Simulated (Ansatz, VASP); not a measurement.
BeS: VASP beside Ansatz

```xyz
2
Lattice="0.0000 2.3523 2.4250 2.3523 0.0000 2.4250 2.3523 2.3523 0.0000" Properties=species:S:1:pos:R:3 pbc="T T T"
Be    0.0000    0.0000    0.0000
S     3.5284    3.5284    3.6375
```

Change from the starting cell: strain -0.030 along x and y, +0.000 along z, atoms carried along.

Alike in both runs: task single point; functional r2SCAN; k mesh 8 × 8 × 8; occupations gaussian, width 0.05 eV; no spin polarisation.

|  | VASP | Ansatz |
| --- | --- | --- |
| version | VASP 6.6.1 | Ansatz 0.2.0 |
| potentials or method | VASP PAW PBE potentials, release 64 (Be, S), cutoff 520 eV | scalar-relativistic, plane waves, PAW |
| valence electrons in the cell | 8 | 8 |

Ansatz gave:

| Property | Result |
| --- | --- |
| gap on the k mesh at the Fermi level (eV) | 3.27 |
| least direct gap on the mesh (eV) | 6.11 |
| pressure (GPa) | 8.1 |
| traceless stress, the component that is largest in VASP (GPa) | -2.28 |

Question: Which values does VASP return?

Answer: gap on the k mesh at the Fermi level (eV): 3.28; least direct gap on the mesh (eV): 6.14; pressure (GPa): 8.4; traceless stress, the component that is largest in VASP (GPa): -2.24.

VASP's potentials were made for PBE, not for r2SCAN.
